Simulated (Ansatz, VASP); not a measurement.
**One calculation of CdF2, two programs**

File INCAR:

```
PREC     = Accurate       # precision mode
ENCUT    = 700            # plane-wave cutoff, eV
EDIFF    = 1E-6           # SCF threshold, eV
ISMEAR   = 0              # smearing method
SIGMA    = 0.05           # smearing width, eV
LREAL    = F              # projectors in reciprocal space
LASPH    = T              # aspherical terms in the spheres
NELM     = 120            # most SCF steps
ALGO     = Normal         # electronic algorithm
ISIF     = 2              # what is computed and relaxed
LWAVE    = F              # write WAVECAR
LCHARG   = F              # write CHGCAR
GGA      = PS             # functional
NBANDS   = 24             # bands
GGA_COMPAT= F
```

KPOINTS

```
regular mesh
0
Gamma
  8 8 8
```

File POSCAR:

```
CdF2
1.0
   -0.8517573833      2.3423328041      2.3423328041
    2.3423328041     -0.8517573833      2.3423328041
    2.3423328041      2.3423328041     -0.8517573833
Cd F
1 2
Direct
    0.0000000000      0.0000000000      0.0000000000
    0.2500000000      0.2500000000      0.2500000000
    0.7500000000      0.7500000000      0.7500000000
```

Input for Ansatz:

```yaml
crystal:
  lattice:
    - [-0.8517573833, 2.3423328041, 2.3423328041]
    - [2.3423328041, -0.8517573833, 2.3423328041]
    - [2.3423328041, 2.3423328041, -0.8517573833]
  atoms:
    - { symbol: Cd, position: [0.0, 0.0, 0.0] }
    - { symbol: F, position: [0.25, 0.25, 0.25] }
    - { symbol: F, position: [0.75, 0.75, 0.75] }
basis:
  ecutwfc: 420
kpoints:
  mp_grid: { grid: [8, 8, 8] }
hamiltonian:
  xc: pbesol
scf:
  occupations: { method: gaussian, width: 0.05 }
output:
  forces: true
  stress: true
  eigenvalues: true
```

Alike in both runs: task single point; functional PBEsol; k mesh 8 × 8 × 8; occupations gaussian, width 0.05 eV; no spin polarisation.

|  | VASP | Ansatz |
| --- | --- | --- |
| version | VASP 6.6.1 | Ansatz 0.2.0 |
| potentials or method | VASP PAW PBE potentials, release 64 (Cd_sv_GW, F), cutoff 700 eV | scalar-relativistic, plane waves, PAW |
| valence electrons in the cell | 34 | 34 |

|  | VASP | Ansatz | Ansatz less VASP |
| --- | --- | --- | --- |
| gap on the k mesh at the Fermi level (eV) | 4.63 | 4.65 | +0.024 |
| least direct gap on the mesh (eV) | 5.41 | 5.44 | +0.032 |
| rms of the force components (eV/Å) | 5.964 | 5.895 | -0.0696 |

VASP's potentials were made for PBE, not for PBEsol. Atom by atom the forces differ by 0.070 eV/Å (rms over components).
